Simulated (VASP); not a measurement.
Wanted: the native input for a VASP 6.6.1 run.

```yaml
Task: single point
Functional: PBE
Potentials_or_basis: VASP PAW PBE potentials, release 64 (Ti_sv, O)
Cutoff: 600 eV
k_mesh: 8 × 8 × 8
Occupations: gaussian, width 0.01 eV
Spin: no spin polarisation
Dipole_correction: no
Further_INCAR_settings: ALGO = Normal; EDIFF = 1e-06; NBANDS = 33
```

The structure of TiO2 lies in POSCAR:

```
TiO2
1.0
   -1.8983860927      1.8983860927      4.7731050995
    1.8983860927     -1.8983860927      4.7731050995
    1.8983860927      1.8983860927     -4.7731050995
Ti O
2 4
Direct
    0.0000000000      0.0000000000      0.0000000000
    0.7500000000      0.2500000000      0.5000000000
    0.2081000000      0.2081000000      0.0000000000
    0.9581000000      0.4581000000      0.5000000000
    0.5419000000      0.0419000000      0.5000000000
    0.7919000000      0.7919000000      0.0000000000
```

The input as run:

INCAR

```
PREC     = Accurate       # precision mode
ENCUT    = 600            # plane-wave cutoff, eV
EDIFF    = 1E-6           # SCF threshold, eV
ISMEAR   = 0              # smearing method
SIGMA    = 0.01           # smearing width, eV
LREAL    = F              # projectors in reciprocal space
LASPH    = T              # aspherical terms in the spheres
NELM     = 120            # most SCF steps
ALGO     = Normal         # electronic algorithm
ISIF     = 2              # what is computed and relaxed
LWAVE    = F              # write WAVECAR
LCHARG   = F              # write CHGCAR
GGA      = PE             # functional
NBANDS   = 33             # bands
GGA_COMPAT= F
```

KPOINTS

```
regular mesh
0
Gamma
  8 8 8
```

Potentials or basis: VASP PAW PBE potentials, release 64 (Ti_sv, O).

Launch:

```sh
$ cat potpaw_PBE.64/Ti_sv/POTCAR potpaw_PBE.64/O/POTCAR > POTCAR
$ mpirun -np 1 vasp_std > vasp.out
```

Results of the run:

```yaml
Pressure: 3.4 GPa
Largest_force: 0.064 eV/Å
Band_gap_on_the_k_mesh: 2.12 eV (least direct gap 2.42 eV)
```

Caveat: the cell stands under pressure.

Run time: 4.7 min on 1 thread of Intel(R) Xeon(R) Platinum 8488C (Sapphire Rapids) (shared host), peak memory 0.39 GiB.
